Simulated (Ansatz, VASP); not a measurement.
# Ge in VASP and in Ansatz

```
Ge
1.0
     0.00000    4.55858    4.55858
     4.55858    0.00000    4.55858
     4.55858    4.55858    0.00000
Ge
8
Direct
  0.28856 0.71144 0.71144
  0.71144 0.28856 0.28856
  0.71144 0.28856 0.71144
  0.28856 0.71144 0.28856
  0.71144 0.71144 0.28856
  0.28856 0.28856 0.71144
  0.75000 0.75000 0.75000
  0.00000 0.00000 0.00000
```

Alike in both runs: functional PBE; k mesh 4 × 4 × 4; occupations gaussian, width 0.1 eV; no spin polarisation.

Ansatz relaxed the structure, and its values are those at the end. VASP's run is a single point on that final structure, the one shown.

```csv
,VASP,Ansatz
version,VASP 6.6.1,Ansatz 0.2.0
potentials or method,"VASP PAW PBE potentials, release 64 (Ge_d), cutoff 520 eV","scalar-relativistic, plane waves, PAW"
valence electrons in the cell,112,112
```

|  | VASP | Ansatz | Ansatz less VASP |
| --- | --- | --- | --- |
| gap on the k mesh at the Fermi level (eV) | none | none | - |
| pressure (GPa) | 0.0 | 0.0 | -0.01 |
| rms of the force components (eV/Å) | 0.006 | 0.010 | +0.0040 |

A gap of «none» marks a metal or a gap that the smearing closes. The functional is the same, so the differences come from potentials, cutoffs and numerics.
